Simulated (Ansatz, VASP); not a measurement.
SbO6 in VASP and in Ansatz

Contents of INCAR:

```
SYSTEM = SbO6
PREC = Accurate ; ENCUT = 600
EDIFF = 1E-6 ; ISMEAR = 1
SIGMA = 0.1 ; LREAL = .FALSE.
LASPH = .TRUE. ; NELM = 120
ALGO = Normal ; ISIF = 2
LWAVE = .FALSE. ; LCHARG = .TRUE.
GGA = PE ; LELF = .TRUE.
LVHAR = .TRUE. ; NBANDS = 30
GGA_COMPAT = .FALSE.
```

File KPOINTS:

```
Automatic mesh
0
G
  10 10 10
  0 0 0
```

The input POSCAR:

```
SbO6
1.0
   -2.9195786588      2.9195786588      2.9195786588
    2.9195786588     -2.9195786588      2.9195786588
    2.9195786588      2.9195786588     -2.9195786588
Sb O
1 6
Direct
    0.0000000000      0.0000000000      0.0000000000
    0.0000000000      0.6118510263      0.6118510263
    0.0000000000      0.3881489737      0.3881489737
    0.6118510263      0.6118510263      0.0000000000
    0.3881489737      0.3881489737      0.0000000000
    0.6118510263      0.0000000000      0.6118510263
    0.3881489737      0.0000000000      0.3881489737
```

Input for Ansatz:

```yaml
crystal:
  lattice:
    - [-2.9195786588, 2.9195786588, 2.9195786588]
    - [2.9195786588, -2.9195786588, 2.9195786588]
    - [2.9195786588, 2.9195786588, -2.9195786588]
  atoms:
    - { symbol: Sb, position: [0.0, 0.0, 0.0] }
    - { symbol: O, position: [0.0, 0.6118510263, 0.6118510263] }
    - { symbol: O, position: [0.0, 0.3881489737, 0.3881489737] }
    - { symbol: O, position: [0.6118510263, 0.6118510263, 0.0] }
    - { symbol: O, position: [0.3881489737, 0.3881489737, 0.0] }
    - { symbol: O, position: [0.6118510263, 0.0, 0.6118510263] }
    - { symbol: O, position: [0.3881489737, 0.0, 0.3881489737] }
basis:
  ecutwfc: 420
kpoints:
  mp_grid: { grid: [10, 10, 10] }
hamiltonian:
  xc: pbe
scf:
  occupations: { method: cold, width: 0.001 }
output:
  forces: true
  eigenvalues: true
  stress: true
```

Alike in both runs: task single point; functional PBE; k mesh 10 × 10 × 10; no spin polarisation.

|  | VASP | Ansatz |
| --- | --- | --- |
| version | VASP 6.6.1 | Ansatz 0.2.0 |
| potentials or method | VASP PAW PBE potentials, release 64 (Sb, O), cutoff 600 eV | scalar-relativistic, plane waves, PAW |
| occupations | methfessel-paxton of order 1, width 0.1 eV | cold, width 0.001 eV |
| valence electrons in the cell | 41 | 51 |

|  | VASP | Ansatz | Ansatz less VASP |
| --- | --- | --- | --- |
| gap on the k mesh at the Fermi level (eV) | none | none | - |
| pressure (GPa) | -0.1 | -0.1 | 0.00 |
| rms of the force components (eV/Å) | 0.266 | 0.004 | -0.2625 |

Atom by atom the forces differ by 0.270 eV/Å (rms over components). A gap of «none» marks a metal or a gap that the smearing closes. VASP's potentials hold 41 valence electrons a cell and Ansatz's 51, so a difference there can come from the potentials and not from the codes.

Neither program's run includes spin-orbit coupling.
